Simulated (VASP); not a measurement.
# MgO (P3m1) in VASP: single point with PBEsol

Aim: the single point of MgO with PBEsol.

All numbers are computed with VASP 6.6.1; they aren't measurements. Logs are shortened: lines on timing, memory, paths and dates and some standing lists are left out, and cuts for length are marked.

## 1. The cell of the first run

The structure is trigonal, space group P3m1 (No. 156). Conventional cell: a = 3.020 Å, b = 3.020 Å, c = 15.793 Å, α = 90.00°, β = 90.00°, γ = 120.00°. Within 2.9 Å of Mg (site symmetry 3m) lie 6 O at 2.14 to 2.83 Å. Mg (site symmetry 3m) has 6 O at 2.14 Å within 2.8 Å. Within 2.8 Å of Mg (site symmetry 3m) lie 6 O at 2.14 Å. Within 2.8 Å of Mg (site symmetry 3m) lie 6 O at 2.14 Å. Mg (site symmetry 3m) has 6 O at 2.14 Å within 2.8 Å. Within 2.8 Å of Mg (site symmetry 3m) lie 6 O at 2.14 Å. Within 2.8 Å of O (site symmetry 3m) lie 6 Mg at 2.14 Å. Within 2.8 Å of O (site symmetry 3m) lie 6 Mg at 2.14 Å.

## 2. Single point, PBEsol (the distance across one plane changed)

Input file INCAR:

```
SYSTEM = MgO
ALGO = Normal ; EDIFF = 1E-6
ENCUT = 520 ; GGA = PS
ISIF = 2 ; ISMEAR = 0
LASPH = .True. ; LCHARG = .False.
LREAL = .False. ; LWAVE = .False.
NBANDS = 36 ; NELM = 80
PREC = Accurate ; SIGMA = 0.05
```

Input file KPOINTS:

```
k-points
0
Gamma
  9 9 2
  0 0 0
```

Input file POSCAR:

```
MgO
1.0
    2.1351500000     -2.1351500000      0.0000000000
    2.1351500000      0.0000000000     -2.1351500000
    9.1179502692      9.1179502692      9.1179502692
Mg O
6 6
Direct
    0.6666666667      0.6666666667      0.0390283258
    0.0000000000      0.0000000000      0.8195948409
    0.3333333333      0.3333333333      0.1951416288
    0.6666666667      0.6666666667      0.5073682348
    0.0000000000      0.0000000000      0.3512549318
    0.3333333333      0.3333333333      0.6634815379
    0.6666666667      0.6666666667      0.2731982803
    0.0000000000      0.0000000000      0.1170849773
    0.3333333333      0.3333333333      0.4293115833
    0.6666666667      0.6666666667      0.7415381894
    1.0000000000      1.0000000000      0.5854248863
    0.3333333333      0.3333333333      0.8976514924
```

Potentials or basis: VASP PAW PBE potentials, release 64 (Mg, O).

The run is started by

```
$ cat potpaw_PBE.64/Mg/POTCAR potpaw_PBE.64/O/POTCAR > POTCAR
$ mpirun -np 1 vasp_std > vasp.out
```

OUTCAR:

```text
SYSTEM = MgO
   EDIFF = 1E-6
   ENCUT = 520
   GGA = PS
   ISIF = 2
   ISMEAR = 0
   LASPH = .True.
   LREAL = .False.
   NELM = 80
   PREC = Accurate

 ion  position               nearest neighbor table
   1  0.667  0.667  0.039-   8 2.14   8 2.14   8 2.14   3 3.02   3 3.02   3 3.02
   2  0.000  0.000  0.820-  10 2.14  12 2.14  10 2.14  10 2.14  12 2.14  12 2.14   6 3.02   6 3.02
                             6 3.02
   3  0.333  0.333  0.195-   8 2.14   7 2.14   7 2.14   8 2.14   8 2.14   7 2.14   5 3.02   1 3.02
                             1 3.02   5 3.02   5 3.02   1 3.02
   4  0.667  0.667  0.507-   9 2.14   9 2.14  11 2.14  11 2.14  11 2.14   9 2.14   5 3.02   5 3.02
                             5 3.02   6 3.02   6 3.02   6 3.02
   5  0.000  0.000  0.351-   7 2.14   9 2.14   7 2.14   7 2.14   9 2.14   9 2.14   3 3.02   4 3.02
                             3 3.02   4 3.02   3 3.02   4 3.02
   6  0.333  0.333  0.663-  10 2.14  10 2.14  10 2.14  11 2.14  11 2.14  11 2.14   2 3.02   2 3.02
                             2 3.02   4 3.02   4 3.02   4 3.02
   7  0.667  0.667  0.273-   3 2.14   3 2.14   5 2.14   5 2.14   5 2.14   3 2.14
   8  0.000  0.000  0.117-   3 2.14   1 2.14   3 2.14   3 2.14   1 2.14   1 2.14
   9  0.333  0.333  0.429-   5 2.14   4 2.14   4 2.14   5 2.14   5 2.14   4 2.14
  10  0.667  0.667  0.742-   2 2.14   6 2.14   6 2.14   2 2.14   2 2.14   6 2.14
  11  0.000  0.000  0.585-   4 2.14   4 2.14   4 2.14   6 2.14   6 2.14   6 2.14
  12  0.333  0.333  0.898-   2 2.14   2 2.14   2 2.14

  LATTYP: Found a hexagonal cell.
 ALAT       =     3.0195580877
 C/A-ratio  =     5.2301537736

  Lattice vectors:

 A1 = (  -2.1351500000,   0.0000000000,   2.1351500000)
 A2 = (   2.1351500000,  -2.1351500000,   0.0000000000)
 A3 = (   9.1179502692,   9.1179502692,   9.1179502692)

Analysis of symmetry for initial positions (statically):
=====================================================================
 Subroutine PRICEL returns:
 Original cell was already a primitive cell.

 Routine SETGRP: Setting up the symmetry group for a
 hexagonal supercell.

 Subroutine GETGRP returns: Found  6 space group operations
 (whereof  6 operations were pure point group operations)
 out of a pool of 24 trial point group operations.

The static configuration has the point symmetry C_3v.

Analysis of symmetry for dynamics (positions and initial velocities):
=====================================================================
 Subroutine PRICEL returns:
 Original cell was already a primitive cell.

 Routine SETGRP: Setting up the symmetry group for a
 hexagonal supercell.

 Subroutine GETGRP returns: Found  6 space group operations
 (whereof  6 operations were pure point group operations)
 out of a pool of 24 trial point group operations.

The dynamic configuration has the point symmetry C_3v.

 Subroutine INISYM returns: Found  6 space group operations
 (whereof  6 operations are pure point group operations),
 and found     1 'primitive' translations

----------------------------------------------------------------------------------------

                                     Primitive cell

  volume of cell :     124.7025

  direct lattice vectors                    reciprocal lattice vectors
     2.135150000 -2.135150000  0.000000000     0.156117057 -0.312234113  0.156117057
     2.135150000  0.000000000 -2.135150000     0.156117057  0.156117057 -0.312234113
     9.117950269  9.117950269  9.117950269     0.036557924  0.036557924  0.036557924

  length of vectors
     3.019558088  3.019558088 15.792753127     0.382407129  0.382407129  0.063320182

  position of ions in fractional coordinates (direct lattice)
     0.666666667  0.666666667  0.039028326
     0.000000000  0.000000000  0.819594841
     0.333333333  0.333333333  0.195141629
     0.666666667  0.666666667  0.507368235
     0.000000000  0.000000000  0.351254932
     0.333333333  0.333333333  0.663481538
     0.666666667  0.666666667  0.273198280
     0.000000000  0.000000000  0.117084977
     0.333333333  0.333333333  0.429311583
     0.666666667  0.666666667  0.741538189
     0.000000000  0.000000000  0.585424886
     0.333333333  0.333333333  0.897651492

  ion indices of the primitive-cell ions
   primitive index   ion index
                 1           1
                 2           2
                 3           3
                 4           4
                 5           5
                 6           6
                 7           7
                 8           8
                 9           9
                10          10
                11          11
                12          12

----------------------------------------------------------------------------------------

 KPOINTS: k-points

Automatic generation of k-mesh.
 Grid dimensions read from file:
 generate k-points for:    9    9    2

 Generating k-lattice:

  Cartesian coordinates                     Fractional coordinates (reciprocal lattice)
     0.017346340 -0.034692679  0.017346340     0.111111111  0.000000000  0.000000000
     0.017346340  0.017346340 -0.034692679     0.000000000  0.111111111  0.000000000
     0.018278962  0.018278962  0.018278962     0.000000000  0.000000000  0.500000000

  Length of vectors
     0.042489681  0.042489681  0.031660091

  Shift w.r.t. Gamma in fractional coordinates (k-lattice)
     0.000000000  0.000000000  0.000000000

 Subroutine IBZKPT returns following result:
 ===========================================

 Found     24 irreducible k-points:

 Following reciprocal coordinates:
            Coordinates               Weight
  0.000000  0.000000  0.000000      1.000000
  0.111111  0.000000  0.000000      6.000000
  0.222222  0.000000  0.000000      6.000000
  0.333333  0.000000  0.000000      6.000000
  0.444444  0.000000  0.000000      6.000000
  0.222222  0.111111 -0.000000      6.000000
[... 16 lines left out ...]
 -0.444444  0.222222  0.500000     12.000000
 -0.333333  0.333333  0.500000      2.000000
   k-points           NKPTS =     24   k-points in BZ     NKDIM =     24   number of bands    NBANDS=     36
   number of dos      NEDOS =    301   number of ions     NIONS =     12
   total plane-waves  NPLWV =  69120
   dimension x,y,z NGX =    24 NGY =   24 NGZ =  120
   dimension x,y,z NGXF=    48 NGYF=   48 NGZF=  240
   ions per type =               6   6
   NGX,Y,Z   is equivalent  to a cutoff of  13.21, 13.21, 12.63 a.u.
   NGXF,Y,Z  is equivalent  to a cutoff of  26.43, 26.43, 25.26 a.u.
 SYSTEM =  MgO
   PREC   = accura    normal or accurate (medium, high low for compatibility)
   ISTART =      0    job   : 0-new  1-cont  2-samecut
   ICHARG =      2    charge: 1-file 2-atom 10-const
   ISPIN  =      1    spin polarized calculation?
   LNONCOLLINEAR =      F non collinear calculations
   LSORBIT =      F    spin-orbit coupling
   LASPH  =      T    aspherical Exc in radial PAW
   ENCUT  =  520.0 eV  38.22 Ry    6.18 a.u.   5.61  5.61 29.36*2*pi/ulx,y,z
   NELM   =     80;   NELMIN=  2; NELMDL= -5     # of ELM steps
   EDIFF  = 0.1E-05   stopping-criterion for ELM
   LREAL  =      F    real-space projection
   EDIFFG = 0.1E-04   stopping-criterion for IOM
   NSW    =      0    number of steps for IOM
   IBRION =     -1    ionic relax: 0-MD 1-quasi-New 2-CG
   NFREE  =      0    steps in history (QN), initial steepest desc. (CG)
   ISIF   =      2    stress and relaxation
   ISYM   =      2    0-nonsym 1-usesym 2-fastsym
   POTIM  = 0.5000    time-step for ionic-motion
   TEBEG  =    0.0;   TEEND  =   0.0 temperature during run
   PSTRESS=    0.0 pullay stress
   NELECT =      48.0000    total number of electrons
   NUPDOWN=      -1.0000    fix difference up-down
   EMIN   =  10.00;   EMAX   =-10.00  energy-range for DOS
   EFERMI =   0.00;   METHOD = LEGACY
   ISMEAR =     0;   SIGMA  =   0.05  broadening in eV -4-tet -1-fermi 0-gaus
   EFERMI_NEDOS =   21; number of points for ismear=-14 and -15
   IALGO  =     38    algorithm
   IMIX   =      4    mixing-type and parameters
     AMIX     =   0.40;   BMIX     =  1.00
     AMIX_MAG =   1.60;   BMIX_MAG =  1.00
  volume/ion in A,a.u.               =      10.39        70.13
  Fermi-wavevector in a.u.,A,eV,Ry     =   1.190868  2.250414 19.295316  1.418166
  Thomas-Fermi vector in A             =   2.326942
   LORBIT       =      0    0 simple, 1 ext, 2 COOP (PROOUT), +10 PAW based schemes
   GGA     = PS    functional components
   LHFCALC =     F    Hartree Fock is set to
   AEXX    =    0.0000 exact exchange contribution
   IVDW    =     0    specifies the selected vdW correction
   LEPSILON=     F    determine dielectric tensor
   LRPA    =     F    only Hartree local field effects (RPA)
 non-spin polarized calculation
 Gauss-broadening in eV      SIGMA  =   0.05
  energy-cutoff  :      520.00
  volume of cell :      124.70
 maximum number of plane-waves:      3418
   NGX = 11   NGY = 11   NGZ = 59

 number of electron      48.0000021 magnetization

 Free energy of the ion-electron system (eV)
  ---------------------------------------------------
  ext. energy  EPLUGINS =         0.00000000
  ---------------------------------------------------
  free energy    TOTEN  =       -72.10273025 eV

  energy without entropy =      -72.10182058  energy(sigma->0) =      -72.10227541

 E-fermi :   5.0737     XC(G=0): -10.7896

 val. band max:        5.0693749577   @ k =   0.0000   0.0000   0.0000
 cond. band min:       5.1903620903   @ k =   0.1111   0.0000   0.0000
 fundamental gap:      0.1209871326
 Fermi energy:         5.0736635689

 k-point     1 :       0.0000    0.0000    0.0000
  band No.  band energies     occupation
      1     -16.3372      2.00000
      2     -15.3907      2.00000
      3     -14.5696      2.00000
      4     -13.7669      2.00000
      5     -12.9057      2.00000
      6     -11.1591      2.00000
[... 28 lines left out ...]
     35      15.7197      0.00000
     36      16.0460      0.00000
[... 866 lines left out ...]
      6     -10.4521      2.00000
[... 28 lines left out ...]
     35      13.4641      0.00000
     36      13.6601      0.00000

------------------------ aborting loop because EDIFF is reached ----------------------------------------

  FORCE on cell =-STRESS in cart. coord.  units (eV):
  Direction    XX          YY          ZZ          XY          YZ          ZX
  --------------------------------------------------------------------------------------
  -------------------------------------------------------------------------------------
  Total       -6.2431188     -6.2431188     -6.2431188     -3.7490228     -3.7490228     -3.7490228
  in kB      -80.2115539    -80.2115539    -80.2115539    -48.1674228    -48.1674228    -48.1674228
  external PRESSURE =     -80.2115539 kB  Pullay stress =       0.0000000 kB

 VOLUME and BASIS-vectors are now :
 -----------------------------------------------------------------------------
  energy-cutoff  :      520.00
  volume of cell :      124.70
      direct lattice vectors                 reciprocal lattice vectors
     2.135150000 -2.135150000  0.000000000     0.156117057 -0.312234113  0.156117057
     2.135150000  0.000000000 -2.135150000     0.156117057  0.156117057 -0.312234113
     9.117950269  9.117950269  9.117950269     0.036557924  0.036557924  0.036557924

 POSITION                                       TOTAL-FORCE (eV/Angst)
 -----------------------------------------------------------------------------------
      3.20273     -1.06757     -1.06757        -1.677224     -1.677224     -1.677224
      7.47303      7.47303      7.47303         1.148505      1.148505      1.148505
      3.20273      1.06758      1.06758         0.401668      0.401668      0.401668
      7.47302      3.20272      3.20272         0.370827      0.370827      0.370827
      3.20272      3.20272      3.20272         0.377024      0.377024      0.377024
      7.47303      5.33788      5.33788         0.364724      0.364724      0.364724
      5.33788      1.06758      1.06758        -0.375843     -0.375843     -0.375843
      1.06758      1.06758      1.06758        -0.371055     -0.371055     -0.371055
      5.33787      3.20272      3.20272        -0.370898     -0.370898     -0.370898
      9.60818      5.33788      5.33788        -0.396669     -0.396669     -0.396669
      5.33787      5.33787      5.33787        -0.371206     -0.371206     -0.371206
      9.60817      7.47303      7.47303         0.900147      0.900147      0.900147
 -----------------------------------------------------------------------------------
    total drift:                                0.000400      0.000400      0.000400

  FREE ENERGIE OF THE ION-ELECTRON SYSTEM (eV)
  ---------------------------------------------------
  free  energy   TOTEN  =       -72.1027302472 eV

  energy  without entropy=      -72.1018205820  energy(sigma->0) =      -72.10227541
```

It took 3.9 min on 1 thread of Intel Xeon 8259CL, shared host; peak memory 0.29 GiB.

Results:

| Item | Value |
| --- | --- |
| Free energy | -72.1027 eV |
| Pressure | -8.0 GPa |
| Largest force | 2.905 eV/Å |
| Band gap on the k mesh | zero (filled and empty bands touch) |

Forces in eV/Å, atoms in the order of the input:
```
Mg  -1.677 -1.677 -1.677
Mg   1.149  1.149  1.149
Mg   0.402  0.402  0.402
Mg   0.371  0.371  0.371
Mg   0.377  0.377  0.377
Mg   0.365  0.365  0.365
O   -0.376 -0.376 -0.376
O   -0.371 -0.371 -0.371
O   -0.371 -0.371 -0.371
O   -0.397 -0.397 -0.397
O   -0.371 -0.371 -0.371
O    0.900  0.900  0.900
```

Levels at points of the mesh, in eV from the Fermi level:
| k point | band 20 | band 21 | band 22 | band 23 | band 24 | band 25 | band 26 | band 27 | band 28 | band 29 |
| --- | --- | --- | --- | --- | --- | --- | --- | --- | --- | --- |
| (0.00, 0.00, 0.00) | -2.54 | -1.92 | -1.92 | -0.37 | 0.00 | 0.00 | 1.70 | 2.55 | 3.36 | 4.08 |
| (0.00, 0.00, 0.50) | -2.74 | -1.92 | -1.92 | -0.25 | 0.00 | 0.00 | 1.48 | 3.00 | 3.06 | 4.06 |

Caveat: the cell differs from its parent crystal (the distance across one plane changed); the cell stands under tension; semilocal functionals underestimate gaps, and a narrow one can read as zero; the PAW data sets were made with another functional, which shifts forces and pressure a little.

The gap in the log of VASP goes by the Fermi energy; the results here count the filled bands.